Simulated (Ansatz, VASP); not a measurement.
## Two plane-wave programs on CuO

```
Cu O
1.0
     2.64422    0.00000    0.00000
     0.00000    2.64422    0.00000
     0.00000    0.00000    2.64719
Cu O
1 1
Direct
  0.50000 0.50000 0.50000
  0.00000 0.00000 0.00000
```

Alike in both runs: functional PBE; k mesh 8 × 8 × 4; occupations gaussian, width 0.1 eV; collinear spin.

Ansatz relaxed the structure, and its values are those at the end. VASP's run is a single point on that final structure, the one shown.

|  | VASP | Ansatz |
| --- | --- | --- |
| version | VASP 6.6.1 | Ansatz 0.2.0 |
| potentials or method | VASP PAW PBE potentials, release 64 (Cu, O), cutoff 520 eV | scalar-relativistic, plane waves, PAW |
| valence electrons in the cell | 17 | 25 |

```csv
,VASP,Ansatz,Ansatz less VASP
gap on the k mesh at the Fermi level (eV),none,none,-
pressure (GPa),0.2,0.1,-0.10
net moment per atom (μB),0.50,0.50,0.000
size of the moment on the site where the two differ most (μB),0.51,0.55,+0.044
```

Site moments also hang on the region over which each program counts them. A gap of «none» marks a metal or a gap that the smearing closes. VASP's potentials hold 17 valence electrons a cell and Ansatz's 25, so a difference there can come from the potentials and not from the codes.

The k mesh is coarse, so the values compare programs but aren't converged.
